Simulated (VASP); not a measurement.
A run of VASP 6.6.1 is set up as follows.

File INCAR:

```
SYSTEM = TaN
PREC = Accurate ; ENCUT = 520
EDIFF = 1E-6 ; ISMEAR = 1
SIGMA = 0.1 ; LREAL = Auto
LASPH = .True. ; NELM = 60
ALGO = Normal ; ISIF = 2
LWAVE = .False. ; LCHARG = .True.
GGA = PS ; LVHAR = .True.
NBANDS = 249 ; KPAR = 2
NCORE = 2
```

File KPOINTS:

```
Automatic mesh
0
Gamma
  2 2 2
  0 0 0
```

Contents of POSCAR:

```
TaN
1.0
    7.7675072943      4.4845723699      0.0000000000
   -7.7675072446      4.4845724560      0.0000000000
    0.0000000000      0.0000000000      8.6876379798
Ta N
27 27
Direct
    0.0000000000      0.0000000000      0.0000000000
    0.3333333333      0.6666666667      0.0000000000
    0.6666666667      0.3333333333      0.0000000000
    0.0000000000      0.6666666667      0.1666666667
    0.3333333333      0.3333333334      0.1666666667
    0.6666666667      0.0000000000      0.1666666667
    0.0000000000      0.3333333333      0.1666666667
    0.3333333333      0.0000000000      0.1666666667
    0.6666666667      0.6666666666      0.1666666667
    0.0000000000      0.0000000000      0.3333333333
    0.3333333333      0.6666666667      0.3333333333
    0.6666666667      0.3333333333      0.3333333333
    0.0000000000      0.6666666667      0.5000000000
    0.3333333333      0.3333333334      0.5000000000
    0.6666666667      0.0000000000      0.5000000000
    0.0000000000      0.3333333333      0.5000000000
    0.3333333333      0.0000000000      0.5000000000
    0.6666666667      0.6666666666      0.5000000000
    0.0000000000      0.0000000000      0.6666666667
    0.3333333333      0.6666666667      0.6666666667
    0.6666666667      0.3333333333      0.6666666667
    0.0000000000      0.6666666667      0.8333333333
    0.3333333333      0.3333333334      0.8333333333
    0.6666666667      0.0000000000      0.8333333333
    0.0000000000      0.3333333333      0.8333333333
    0.3333333333      0.0000000000      0.8333333333
    0.6666666667      0.6666666666      0.8333333333
    0.1311380463      0.8688619537      0.0000000000
    0.4644713796      0.5355286204      0.0000000000
    0.7978047130      0.2021952870      0.0000000000
    0.0710572408      0.5355286204      0.0000000000
    0.4043905742      0.2021952870      0.0000000000
    0.7377239075      0.8688619537      0.0000000000
    0.1311380463      0.2622760925      0.0000000000
    0.4644713796      0.9289427592      0.0000000000
    0.7978047130      0.5956094258      0.0000000000
    0.1311380463      0.8688619537      0.3333333333
    0.4644713796      0.5355286204      0.3333333333
    0.7978047130      0.2021952870      0.3333333333
    0.0710572408      0.5355286204      0.3333333333
    0.4043905742      0.2021952870      0.3333333333
    0.7377239075      0.8688619537      0.3333333333
    0.1311380463      0.2622760925      0.3333333333
    0.4644713796      0.9289427592      0.3333333333
    0.7978047130      0.5956094258      0.3333333333
    0.1311380463      0.8688619537      0.6666666667
    0.4644713796      0.5355286204      0.6666666667
    0.7978047130      0.2021952870      0.6666666667
    0.0710572408      0.5355286204      0.6666666667
    0.4043905742      0.2021952870      0.6666666667
    0.7377239075      0.8688619537      0.6666666667
    0.1311380463      0.2622760925      0.6666666667
    0.4644713796      0.9289427592      0.6666666667
    0.7978047130      0.5956094258      0.6666666667
```

Potentials or basis: VASP PAW PBE potentials, release 64 (Ta_pv, N).

Command:

```sh
$ cat potpaw_PBE.64/Ta_pv/POTCAR potpaw_PBE.64/N/POTCAR > POTCAR
$ mpirun -np 4 vasp_std > vasp.out
```

(1) What does it give for the pressure?

(2) What does it give for the largest force?

(3) Estimate the band gap on the k mesh.

Answers

(1) 0.9 GPa.

(2) 0.042 eV/Å.

(3) zero (bands 216 and 217 overlap by 1.02 eV).

Caveat: the k points lie up to 0.40 Å⁻¹ apart, too coarse for converged energies and pressures of a metal; the PAW data sets were made with another functional, which shifts forces and pressure a little; spin-orbit coupling is left out, which moves the levels of the heavy elements.
